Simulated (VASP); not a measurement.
Set up this calculation in VASP 6.6.1, as the native input.

* Task: single point
* Functional: PBEsol
* Potentials or basis: VASP PAW PBE potentials, release 64 (K_sv)
* Cutoff: 520 eV
* k mesh: 9 × 9 × 9
* Occupations: fermi-dirac, width 0.1 eV
* Spin: no spin polarisation
* Dipole correction: no
* Further INCAR settings: ALGO = Normal; EDIFF = 1e-06; NBANDS = 10

The structure of K lies in POSCAR:

```
K
1.0
    4.1382214582      0.0000000000      0.0000000000
    0.0000000000      4.1382214582      0.0000000000
    0.0000000000      0.0000000000      4.1382214582
K
1
Direct
    0.0000000000      0.0000000000      0.0000000000
```

This cell differs from its parent crystal: volume scaled by 0.92.

These files were run (other wordings do the same):

INCAR

```
ALGO = Normal ; EDIFF = 1E-6
ENCUT = 520 ; GGA = PS
ISIF = 2 ; ISMEAR = -1
LASPH = T ; LCHARG = F
LREAL = F ; LWAVE = F
NBANDS = 10 ; NELM = 100
PREC = Accurate ; SIGMA = 0.1
```

KPOINTS

```
k-points
0
Gamma
  9 9 9
```

Potentials or basis: VASP PAW PBE potentials, release 64 (K_sv).

The run is started by

```console
$ cat potpaw_PBE.64/K_sv/POTCAR > POTCAR
$ mpirun -np 1 vasp_std > vasp.out
```

It gave:

The pressure is 0.2 GPa.

Caveat: the PAW data sets were made with another functional, which shifts forces and pressure a little.

Wall time 7 s on 1 thread of Intel(R) Xeon(R) 6975P-C (Granite Rapids), on a shared host, peak memory 0.18 GiB.
